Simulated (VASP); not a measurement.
AlNi (CsCl type), 2 atoms in the cell. It takes space group Pm-3m (No. 221, cubic). Conventional cell: a = 2.586 Å, b = 2.586 Å, c = 2.586 Å, α = 90.00°, β = 90.00°, γ = 90.00°. Ni (site symmetry m-3m) has 8 Al at 2.24 Å and 6 Ni at 2.59 Å within 3.0 Å. Within 3.0 Å of Al (site symmetry m-3m) lie 8 Ni at 2.24 Å and 6 Al at 2.59 Å. 

```yaml
Program: VASP 6.6.1
Task: relaxation of cell and atoms
Functional: PBE
Potentials_or_basis: VASP PAW PBE potentials, release 64 (Ni, Al)
Cutoff: 600 eV
k_mesh: 16 × 16 × 16
Occupations: fermi-dirac, width 0.05 eV
Spin: no spin polarisation
Target_pressure: 140 GPa
Dipole_correction: no
Further_INCAR_settings: ALGO = Normal; EDIFF = 1e-06; IBRION = 2; EDIFFG = -0.005; NSW = 60; ISIF = 3
```

Potentials or basis: VASP PAW PBE potentials, release 64 (Ni, Al).

Run with:

```console
$ cat potpaw_PBE.64/Ni/POTCAR potpaw_PBE.64/Al/POTCAR > POTCAR
$ mpirun -np 1 vasp_std > vasp.out
```

Hardware: 1 thread of Intel(R) Xeon(R) Platinum 8488C (Sapphire Rapids) (shared host).

Task: Estimate the wall time of this run.

Result: Run time: 93 s on 1 thread of Intel(R) Xeon(R) Platinum 8488C (Sapphire Rapids) (shared host), peak memory 0.18 GiB. Counts: scf iterations 52, k points 165, ion steps 7.
